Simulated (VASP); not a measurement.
Set up this calculation in VASP 6.6.1, as the native input.

- Task: single point
- Functional: r2SCAN
- Potentials or basis: VASP PAW PBE potentials, release 64 (Al, Cl, Mg)
- Cutoff: 520 eV
- k mesh: 10 × 10 × 5
- Occupations: fermi-dirac, width 0.0182 eV
- Spin: no spin polarisation
- Dipole correction: no
- Further INCAR settings: ALGO = Normal; EDIFF = 1e-06; NBANDS = 19

The system is MgAl2Cl2.

```
CELL_PARAMETERS angstrom
4.02458 0.00000 0.00000
-2.01229 3.48540 0.00000
0.00000 0.00000 6.93249
ATOMIC_POSITIONS crystal
Al 0.33333 0.66667 0.37730
Al 0.66667 0.33333 0.62270
Cl 0.33333 0.66667 0.73460
Cl 0.66667 0.33333 0.26540
Mg 0.00000 0.00000 0.00000
```

The input as run:

POSCAR

```
MgAl2Cl2
1.0
    4.0245840000      0.0000000000      0.0000000000
   -2.0122920000      3.4853950000      0.0000000000
    0.0000000000      0.0000000000      6.9324860000
Al Cl Mg
2 2 1
Direct
    0.3333300000      0.6666700000      0.3773000000
    0.6666700000      0.3333300000      0.6227000000
    0.3333300000      0.6666700000      0.7346000000
    0.6666700000      0.3333300000      0.2654000000
    0.0000000000      0.0000000000      0.0000000000
```

INCAR.step1

```
SYSTEM = MgAl2Cl2
  ALGO = Normal
  EDIFF = 1E-4
  ENCUT = 520
  GGA = PE
  ISMEAR = -1
  LASPH = .True.
  LCHARG = .False.
  LREAL = .False.
  LWAVE = .True.
  NBANDS = 19
  NELM = 60
  PREC = Accurate
  SIGMA = 0.0182
```

INCAR.step2

```
SYSTEM = MgAl2Cl2
  ALGO = Normal
  EDIFF = 1E-6
  ENCUT = 520
  ISIF = 2
  ISMEAR = -1
  ISTART = 1
  LASPH = .True.
  LCHARG = .False.
  LMIXTAU = .True.
  LREAL = .False.
  LWAVE = .False.
  METAGGA = R2SCAN
  NBANDS = 19
  NELM = 60
  PREC = Accurate
  SIGMA = 0.0182
```

KPOINTS

```
k-points
0
Gamma
  10 10 5
  0 0 0
```

Potentials or basis: VASP PAW PBE potentials, release 64 (Al, Cl, Mg).

Run with:

```console
$ cat potpaw_PBE.64/Al/POTCAR potpaw_PBE.64/Cl/POTCAR potpaw_PBE.64/Mg/POTCAR > POTCAR
$ cp INCAR.step1 INCAR
$ mpirun -np 1 vasp_std > vasp.out
$ cp INCAR.step2 INCAR
$ mpirun -np 1 vasp_std > vasp.out
```

It gave:

| Property | Result |
| --- | --- |
| Pressure | 17.2 GPa |
| Largest force | 3.709 eV/Å |
| Band gap on the k mesh | zero (bands 11 and 12 overlap by 1.41 eV) |

Caveat: the stress differs along the axes, from 15 to 22 GPa; the PAW data sets were made with another functional, which shifts forces and pressure a little.

Run time: 14 min on 1 thread of Intel Xeon 8259CL, with other jobs on the host, peak memory 0.4 GiB.
